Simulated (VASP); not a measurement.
# YTl (P4/mmm) in VASP: notebook, part 2 of 2

VASP 6.6.1. The steps go on from the part before.

## (4) Single point, LDA (equal xx and yy strain of +1 %)

INCAR

```
ALGO = Normal
EDIFF = 1E-6
ENCUT = 520
GGA = CA
ISIF = 2
ISMEAR = -1
LASPH = True
LCHARG = True
LELF = True
LREAL = False
LVHAR = True
LWAVE = False
NBANDS = 19
NELM = 80
PREC = Accurate
SIGMA = 0.08
```

KPOINTS

```
k-points
0
Gamma
  11 11 11
```

POSCAR

```
YTl
1.0
    3.7885100000      0.0000000000      0.0000000000
    0.0000000000      3.7885100000      0.0000000000
    0.0000000000      0.0000000000      3.7510000000
Y Tl
1 1
Direct
    0.5000000000      0.5000000000      0.5000000000
    0.0000000000      0.0000000000      0.0000000000
```

Potentials or basis: VASP PAW LDA potentials, release 64 (Y_sv, Tl_d).

The run is started by

```console
cat potpaw_LDA.64/Y_sv/POTCAR potpaw_LDA.64/Tl_d/POTCAR > POTCAR
mpirun -np 1 vasp_std > vasp.out
```

OUTCAR:

```text
EDIFF = 1E-6
   ENCUT = 520
   GGA = CA
   ISIF = 2
   ISMEAR = -1
   LASPH = True
   LREAL = False
   NELM = 80
   PREC = Accurate

 ion  position               nearest neighbor table
   1  0.500  0.500  0.500-   2 3.27   2 3.27   2 3.27   2 3.27   2 3.27   2 3.27   2 3.27   2 3.27

   2  0.000  0.000  0.000-   1 3.27   1 3.27   1 3.27   1 3.27   1 3.27   1 3.27   1 3.27   1 3.27

  LATTYP: Found a simple tetragonal cell.
 ALAT       =     3.7885100000
 C/A-ratio  =     0.9900990099
[... 716 lines left out ...]

------------------------ aborting loop because EDIFF is reached ----------------------------------------

  FORCE on cell =-STRESS in cart. coord.  units (eV):
  Direction    XX          YY          ZZ          XY          YZ          ZX
  --------------------------------------------------------------------------------------
  -------------------------------------------------------------------------------------
  Total       -1.3528731     -1.3528731     -1.3115154      0.0000000      0.0000000      0.0000000
  in kB      -40.2609219    -40.2609219    -39.0301339      0.0000000      0.0000000      0.0000000
  external PRESSURE =     -39.8506592 kB  Pullay stress =       0.0000000 kB

 VOLUME and BASIS-vectors are now :
 -----------------------------------------------------------------------------
  energy-cutoff  :      520.00
  volume of cell :       53.84
      direct lattice vectors                 reciprocal lattice vectors
     3.788510000  0.000000000  0.000000000     0.263956014  0.000000000  0.000000000
     0.000000000  3.788510000  0.000000000     0.000000000  0.263956014  0.000000000
     0.000000000  0.000000000  3.751000000     0.000000000  0.000000000  0.266595575

 POSITION                                       TOTAL-FORCE (eV/Angst)
 -----------------------------------------------------------------------------------
      1.89426      1.89426      1.87550         0.000000      0.000000      0.000000
      0.00000      0.00000      0.00000         0.000000      0.000000      0.000000
 -----------------------------------------------------------------------------------
    total drift:                               -0.000000      0.000000      0.000000

  FREE ENERGIE OF THE ION-ELECTRON SYSTEM (eV)
  ---------------------------------------------------
  free  energy   TOTEN  =       -10.8691410014 eV

  energy  without entropy=      -10.8392722468  energy(sigma->0) =      -10.85420662
```

Wall time 37 s (1 thread of Intel Xeon 6975P-C (Granite Rapids), shared host); peak memory 0.26 GiB.

Results:

| Quantity | Value |
| --- | --- |
| Free energy | -10.8691 eV |
| Pressure | -4.0 GPa |
| Band gap on the k mesh | zero (bands 12 and 13 overlap by 2.17 eV) |

Caveat: the cell differs from its parent crystal (equal xx and yy strain of +1 %); the cell stands under tension; spin-orbit coupling is left out, which moves the levels of the heavy elements.

## (5) Single point, LDA (equal xx and yy strain of +2 %)

INCAR

```
  PREC = Accurate
  ENCUT = 520
  EDIFF = 1E-6
  ISMEAR = -1
  SIGMA = 0.08
  LREAL = F
  LASPH = T
  NELM = 100
  ALGO = Normal
  ISIF = 2
  LWAVE = F
  LCHARG = F
  GGA = CA
  NBANDS = 19
```

KPOINTS

```
Automatic mesh
0
Gamma
  11 11 11
```

POSCAR

```
YTl
1.0
    3.8260200000      0.0000000000      0.0000000000
    0.0000000000      3.8260200000      0.0000000000
    0.0000000000      0.0000000000      3.7510000000
Y Tl
1 1
Direct
    0.5000000000      0.5000000000      0.5000000000
    0.0000000000      0.0000000000      0.0000000000
```

The run is started by

```console
cat potpaw_LDA.64/Y_sv/POTCAR potpaw_LDA.64/Tl_d/POTCAR > POTCAR
mpirun -np 1 vasp_std > vasp.out
```

It took 39 s on 1 thread of Intel Xeon 6975P-C (Granite Rapids), shared host; peak memory 0.27 GiB.

Results (log left out):

| Quantity | Value |
| --- | --- |
| Free energy | -10.8392 eV |
| Pressure | -4.9 GPa |
| Band gap on the k mesh | zero (bands 12 and 13 overlap by 2.13 eV) |

Stress tensor (GPa, compression positive):
```
-5.00  0.00  0.00
 0.00 -5.00  0.00
 0.00  0.00 -4.77
```

Levels at points of the mesh, in eV from the Fermi level:
```tsv
k point	band 8	band 9	band 10	band 11	band 12	band 13	band 14	band 15	band 16	band 17
(0.00, 0.00, 0.00)	-11.42	-11.42	-8.87	-0.14	-0.13	2.83	2.83	3.21	3.24	3.34
```

Caveat: the cell differs from its parent crystal (equal xx and yy strain of +2 %); the cell stands under tension; spin-orbit coupling is left out, which moves the levels of the heavy elements.

## (6) The runs side by side

| cell | gap on the mesh (eV) | pressure (GPa) |
| --- | --- | --- |
| a = 3.676, b = 3.676, c = 3.751 Å, 2 atoms | none | -0.4 |
| a = 3.713, b = 3.713, c = 3.751 Å, 2 atoms | none | -1.7 |
| a = 3.789, b = 3.789, c = 3.751 Å, 2 atoms | none | -4.0 |
| a = 3.826, b = 3.826, c = 3.751 Å, 2 atoms | none | -4.9 |

Alike in all rows: task single point; level LDA; potentials or basis VASP PAW LDA potentials, release 64 (Y_sv, Tl_d); no spin polarisation; k mesh 11 × 11 × 11; cutoff (eV) 520; smearing fermi-dirac 0.08 eV.

Caveats: spin-orbit coupling is left out, which moves the levels of the heavy elements; the cell stands under tension (at least some runs).

Total energies depend on the potentials used, so only differences within one code and one set of settings carry meaning.
